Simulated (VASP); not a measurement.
MgO, 2 atoms in the cell. The structure is tetragonal, space group I4/mmm (No. 139). The conventional cell has a = 3.003 Å, b = 3.003 Å, c = 4.180 Å, α = 90.00°, β = 90.00°, γ = 90.00°. Within 2.8 Å of Mg (site symmetry 4/mmm) lie 6 O at 2.09 to 2.12 Å. O (site symmetry 4/mmm) has 6 Mg at 2.09 to 2.12 Å within 2.8 Å. 

- Program: VASP 6.6.1
- Task: G0W0 quasiparticle levels
- Functional: PBE
- Potentials or basis: VASP PAW PBE potentials, release 64 (Mg_GW, O_GW)
- Cutoff: 500 eV
- k mesh: 6 × 6 × 6
- Occupations: gaussian, width 0.01 eV
- Spin: no spin polarisation
- Dipole correction: no
- GW scheme: G0W0
- GW iterations: 1
- Cutoff of the response function: 150
- Frequency points: 48
- Empty bands: 78
- Further INCAR settings: ALGO = EVGW0; EDIFF = 1e-08; NBANDS = 82

Potentials or basis: VASP PAW PBE potentials, release 64 (Mg_GW, O_GW).

Run with:

```console
$ cat potpaw_PBE.64/Mg_GW/POTCAR potpaw_PBE.64/O_GW/POTCAR > POTCAR
$ cp INCAR.step1 INCAR
$ mpirun -np 1 vasp_std > vasp.out
$ cp INCAR.step2 INCAR
$ mpirun -np 1 vasp_std > vasp.out
$ cp INCAR.step3 INCAR
$ mpirun -np 1 vasp_std > vasp.out
```

Hardware: 1 thread of Intel(R) Xeon(R) 6975P-C (Granite Rapids) (shared host).

Task: Estimate the wall time of this run.

Result: Run time: 3.2 min on 1 thread of Intel(R) Xeon(R) 6975P-C (Granite Rapids) (shared host), peak memory 0.39 GiB. Counts: k points 30.
